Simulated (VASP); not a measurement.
# NiO (Fm-3m) in VASP: single point with PBEsol

Aim: the single point of NiO with PBEsol.

Program: VASP 6.6.1. These are calculated values, not measurements. Logs are shortened: lines on timing, memory, paths and dates and some standing lists are left out, and cuts for length are marked.

## 1. The cell of the first run

The structure is cubic, space group Fm-3m (No. 225). Conventional cell: a = 3.973 Å, b = 3.973 Å, c = 3.973 Å, α = 90.00°, β = 90.00°, γ = 90.00°. Within 2.6 Å of Ni (site symmetry m-3m) lie 6 O at 1.99 Å. O (site symmetry m-3m) has 6 Ni at 1.99 Å within 2.6 Å.

## 2. Single point, PBEsol, collinear spin, ferromagnetic start (strain -0.050 along x and y, -0.050 along z)

INCAR reads:

```
PREC = Accurate ; ENCUT = 520
EDIFF = 1E-6 ; ISMEAR = 0
SIGMA = 0.15 ; LREAL = False
LASPH = True ; NELM = 150
ALGO = Normal ; ISIF = 2
LWAVE = False ; LCHARG = False
ISPIN = 2 ; MAGMOM = 1.05 0.17
LORBIT = 11 ; LMAXMIX = 4
GGA = PS ; NBANDS = 19
```

KPOINTS reads:

```
regular mesh
0
Gamma
  20 20 20
```

POSCAR reads:

```
NiO
1.0
    0.0000000000      1.9867445000      1.9867445000
    1.9867445000      0.0000000000      1.9867445000
    1.9867445000      1.9867445000      0.0000000000
Ni O
1 1
Direct
    0.0000000000      0.0000000000      0.0000000000
    0.5000000000      0.5000000000      0.5000000000
```

Potentials or basis: VASP PAW PBE potentials, release 64 (Ni, O).

The run is started by

```
> cat potpaw_PBE.64/Ni/POTCAR potpaw_PBE.64/O/POTCAR > POTCAR
> mpirun -np 1 vasp_std > vasp.out
```

OUTCAR:

```text
PREC = Accurate
   ENCUT = 520
   EDIFF = 1E-6
   ISMEAR = 0
   LREAL = False
   LASPH = True
   NELM = 150
   ISIF = 2
   ISPIN = 2
   LORBIT = 11
   GGA = PS

 ion  position               nearest neighbor table
   1  0.000  0.000  0.000-   2 1.99   2 1.99   2 1.99   2 1.99   2 1.99   2 1.99
   2  0.500  0.500  0.500-   1 1.99   1 1.99   1 1.99   1 1.99   1 1.99   1 1.99

  LATTYP: Found a face centered cubic cell.
 ALAT       =     3.9734890000

  Lattice vectors:

 A1 = (   0.0000000000,   1.9867445000,   1.9867445000)
 A2 = (   1.9867445000,   0.0000000000,   1.9867445000)
 A3 = (   1.9867445000,   1.9867445000,   0.0000000000)

Analysis of symmetry for initial positions (statically):
=====================================================================
 Subroutine PRICEL returns:
 Original cell was already a primitive cell.

 Routine SETGRP: Setting up the symmetry group for a
 face centered cubic supercell.

 Subroutine GETGRP returns: Found 48 space group operations
 (whereof 48 operations were pure point group operations)
 out of a pool of 48 trial point group operations.

The static configuration has the point symmetry O_h .

Analysis of symmetry for dynamics (positions and initial velocities):
=====================================================================
 Subroutine PRICEL returns:
 Original cell was already a primitive cell.

 Routine SETGRP: Setting up the symmetry group for a
 face centered cubic supercell.

 Subroutine GETGRP returns: Found 48 space group operations
 (whereof 48 operations were pure point group operations)
 out of a pool of 48 trial point group operations.

The dynamic configuration has the point symmetry O_h .

Analysis of structural, dynamic, and magnetic symmetry:
=====================================================================
 Subroutine PRICEL returns:
 Original cell was already a primitive cell.

 Routine SETGRP: Setting up the symmetry group for a
 face centered cubic supercell.

 Subroutine GETGRP returns: Found 48 space group operations
 (whereof 48 operations were pure point group operations)
 out of a pool of 48 trial point group operations.

The overall configuration has the point symmetry O_h .

 Subroutine INISYM returns: Found 48 space group operations
 (whereof 48 operations are pure point group operations),
 and found     1 'primitive' translations

----------------------------------------------------------------------------------------

                                     Primitive cell

  volume of cell :      15.6840

  direct lattice vectors                    reciprocal lattice vectors
     0.000000000  1.986744500  1.986744500    -0.251667993  0.251667993  0.251667993
     1.986744500  0.000000000  1.986744500     0.251667993 -0.251667993  0.251667993
     1.986744500  1.986744500  0.000000000     0.251667993  0.251667993 -0.251667993

  length of vectors
     2.809681017  2.809681017  2.809681017     0.435901750  0.435901750  0.435901750

  position of ions in fractional coordinates (direct lattice)
     0.000000000  0.000000000  0.000000000
     0.500000000  0.500000000  0.500000000

  ion indices of the primitive-cell ions
   primitive index   ion index
                 1           1
                 2           2

----------------------------------------------------------------------------------------

 KPOINTS: regular mesh

Automatic generation of k-mesh.
 Grid dimensions read from file:
 generate k-points for:   20   20   20

 Generating k-lattice:

  Cartesian coordinates                     Fractional coordinates (reciprocal lattice)
    -0.012583400  0.012583400  0.012583400     0.050000000  0.000000000  0.000000000
     0.012583400 -0.012583400  0.012583400     0.000000000  0.050000000  0.000000000
     0.012583400  0.012583400 -0.012583400     0.000000000  0.000000000  0.050000000

  Length of vectors
     0.021795087  0.021795087  0.021795087

  Shift w.r.t. Gamma in fractional coordinates (k-lattice)
     0.000000000  0.000000000  0.000000000

 Subroutine IBZKPT returns following result:
 ===========================================

 Found    256 irreducible k-points:

 Following reciprocal coordinates:
            Coordinates               Weight
  0.000000  0.000000  0.000000      1.000000
  0.050000  0.000000  0.000000      8.000000
  0.100000  0.000000  0.000000      8.000000
  0.150000  0.000000  0.000000      8.000000
  0.200000  0.000000  0.000000      8.000000
  0.250000  0.000000  0.000000      8.000000
[... 16 lines left out ...]
 -0.400000  0.050000  0.000000     24.000000
 -0.350000  0.050000  0.000000     24.000000
 [... further k-points ...]
   k-points           NKPTS =    256   k-points in BZ     NKDIM =    256   number of bands    NBANDS=     19
   number of dos      NEDOS =    301   number of ions     NIONS =      2
   total plane-waves  NPLWV =  13824
   dimension x,y,z NGX =    24 NGY =   24 NGZ =   24
   dimension x,y,z NGXF=    48 NGYF=   48 NGZF=   48
   ions per type =               1   1
   NGX,Y,Z   is equivalent  to a cutoff of  14.20, 14.20, 14.20 a.u.
   NGXF,Y,Z  is equivalent  to a cutoff of  28.40, 28.40, 28.40 a.u.
 SYSTEM =  unknown system
   PREC   = accura    normal or accurate (medium, high low for compatibility)
   ISTART =      0    job   : 0-new  1-cont  2-samecut
   ICHARG =      2    charge: 1-file 2-atom 10-const
   ISPIN  =      2    spin polarized calculation?
   LNONCOLLINEAR =      F non collinear calculations
   LSORBIT =      F    spin-orbit coupling
   LASPH  =      T    aspherical Exc in radial PAW
   ENCUT  =  520.0 eV  38.22 Ry    6.18 a.u.   5.22  5.22  5.22*2*pi/ulx,y,z
   NELM   =    150;   NELMIN=  2; NELMDL= -5     # of ELM steps
   EDIFF  = 0.1E-05   stopping-criterion for ELM
   LREAL  =      F    real-space projection
[... 7 lines left out ...]
   TEBEG  =    0.0;   TEEND  =   0.0 temperature during run
   PSTRESS=    0.0 pullay stress
   NELECT =      16.0000    total number of electrons
   NUPDOWN=      -1.0000    fix difference up-down
   EMIN   =  10.00;   EMAX   =-10.00  energy-range for DOS
   EFERMI =   0.00;   METHOD = LEGACY
   ISMEAR =     0;   SIGMA  =   0.15  broadening in eV -4-tet -1-fermi 0-gaus
   EFERMI_NEDOS =   21; number of points for ismear=-14 and -15
   IALGO  =     38    algorithm
   IMIX   =      4    mixing-type and parameters
     AMIX     =   0.40;   BMIX     =  1.00
     AMIX_MAG =   1.60;   BMIX_MAG =  1.00
  volume/ion in A,a.u.               =       7.84        52.92
  Fermi-wavevector in a.u.,A,eV,Ry     =   1.648021  3.114309 36.953070  2.715974
  Thomas-Fermi vector in A             =   2.737381
   LORBIT       =     11    0 simple, 1 ext, 2 COOP (PROOUT), +10 PAW based schemes
   GGA     = PS    functional components
   LHFCALC =     F    Hartree Fock is set to
   AEXX    =    0.0000 exact exchange contribution
   IVDW    =     0    specifies the selected vdW correction
   LEPSILON=     F    determine dielectric tensor
   LRPA    =     F    only Hartree local field effects (RPA)
 spin polarized calculation
 Gauss-broadening in eV      SIGMA  =   0.15
  energy-cutoff  :      520.00
  volume of cell :       15.68
 maximum number of plane-waves:       444
 NGX is ok and might be reduce to    24
   NGX = 11   NGY = 11   NGZ = 11

 number of electron      16.0000002 magnetization      -0.1069598

 number of electron      16.0000002 magnetization       0.0049754

 Free energy of the ion-electron system (eV)
  ---------------------------------------------------
  ext. energy  EPLUGINS =         0.00000000
  ---------------------------------------------------
  free energy    TOTEN  =       -12.28419598 eV

  energy without entropy =      -12.26519436  energy(sigma->0) =      -12.27469517

 E-fermi :  10.1435     XC(G=0): -13.8463

 val. band max:       10.1425413207   @ k =  -0.4000   0.3500   0.0000
 cond. band min:      10.1439876836   @ k =  -0.3500   0.4000   0.0500
 fundamental gap:      0.0014463629
 Fermi energy:        10.1434883723

 spin component 1

 k-point     1 :       0.0000    0.0000    0.0000
  band No.  band energies     occupation
      1     -11.8396      1.00000
      2       6.3347      1.00000
      3       6.3347      1.00000
      4       6.3347      1.00000
      5       7.7254      1.00000
      6       7.7254      1.00000
[... 11 lines left out ...]
     18      38.1671      0.00000
     19      38.1671      0.00000

 k-point     2 :       0.0500    0.0000    0.0000
  band No.  band energies     occupation
      1     -11.8023      1.00000
      2       6.0535      1.00000
      3       6.1478      1.00000
      4       6.1478      1.00000
      5       7.7673      1.00000
      6       7.7673      1.00000
[... 476 lines left out ...]
 k-point    24 :      -0.3500    0.0500    0.0000
  band No.  band energies     occupation
      1     -10.3313      1.00000
      2       1.1573      1.00000
      3       3.7213      1.00000
      4       3.7986      1.00000
      5       8.5892      1.00000
      6       8.6696      1.00000
[... 11 lines left out ...]
     18      42.6445      0.00000
     19      43.7605      0.00000

 [... further k-points ...]

 spin component 2

 k-point     1 :       0.0000    0.0000    0.0000
  band No.  band energies     occupation
      1     -11.8385      1.00000
      2       6.3360      1.00000
      3       6.3360      1.00000
      4       6.3360      1.00000
      5       7.7279      1.00000
      6       7.7279      1.00000
[... 11 lines left out ...]
     18      38.1689      0.00000
     19      38.1689      0.00000

 k-point     2 :       0.0500    0.0000    0.0000
  band No.  band energies     occupation
      1     -11.8012      1.00000
      2       6.0548      1.00000
      3       6.1494      1.00000
      4       6.1494      1.00000
      5       7.7699      1.00000
      6       7.7700      1.00000
[... 476 lines left out ...]
 k-point    24 :      -0.3500    0.0500    0.0000
  band No.  band energies     occupation
      1     -10.3301      1.00000
      2       1.1584      1.00000
      3       3.7240      1.00000
      4       3.8011      1.00000
      5       8.5921      1.00000
      6       8.6728      1.00000
[... 11 lines left out ...]
     18      42.6455      0.00000
     19      43.7618      0.00000

 [... further k-points ...]
[... 5 lines left out ...]
  --------------------------------------------------------------------------------------
  -------------------------------------------------------------------------------------
  Total        2.5848469      2.5848469      2.5848469      0.0000000      0.0000000      0.0000000
  in kB      264.0519314    264.0519314    264.0519314      0.0000000      0.0000000      0.0000000
  external PRESSURE =     264.0519314 kB  Pullay stress =       0.0000000 kB

 VOLUME and BASIS-vectors are now :
 -----------------------------------------------------------------------------
  energy-cutoff  :      520.00
  volume of cell :       15.68
      direct lattice vectors                 reciprocal lattice vectors
     0.000000000  1.986744500  1.986744500    -0.251667993  0.251667993  0.251667993
     1.986744500  0.000000000  1.986744500     0.251667993 -0.251667993  0.251667993
     1.986744500  1.986744500  0.000000000     0.251667993  0.251667993 -0.251667993

 POSITION                                       TOTAL-FORCE (eV/Angst)
 -----------------------------------------------------------------------------------
      0.00000      0.00000      0.00000         0.000000     -0.000000      0.000000
      1.98674      1.98674      1.98674        -0.000000      0.000000     -0.000000
 -----------------------------------------------------------------------------------
    total drift:                                0.000000     -0.000000     -0.000000

  FREE ENERGIE OF THE ION-ELECTRON SYSTEM (eV)
  ---------------------------------------------------
  free  energy   TOTEN  =       -12.2841959761 eV

  energy  without entropy=      -12.2651943626  energy(sigma->0) =      -12.27469517

 total charge

# of ion       s       p       d       tot
------------------------------------------
    1        0.389   0.530   8.467   9.386
    2        1.570   3.427   0.000   4.997
--------------------------------------------------
tot          1.958   3.957   8.467  14.383

 magnetization (x)

# of ion       s       p       d       tot
------------------------------------------
    1        0.000   0.000   0.004   0.004
    2        0.000   0.001   0.000   0.001
--------------------------------------------------
tot          0.000   0.001   0.004   0.005
```

It used 270 s of CPU time on 1 thread of AMD EPYC 7R13 Processor (Zen 3), with other jobs on the host.

What came out:

```yaml
Free_energy: -12.2842 eV
Pressure: 26.4 GPa
Band_gap_on_the_k_mesh: zero (filled and empty bands overlap)
Net_moment: 0.00 μB per cell
Valence_electrons_inside_the_program's_atomic_spheres: Ni 9.39; O 5.00
```

Caveat: the cell differs from its parent crystal (strain -0.050 along x and y, -0.050 along z); the PAW data sets were made with another functional, which shifts forces and pressure a little; semilocal functionals often make such compounds metallic where correlation or magnetic order opens a gap, which also shifts bond lengths.
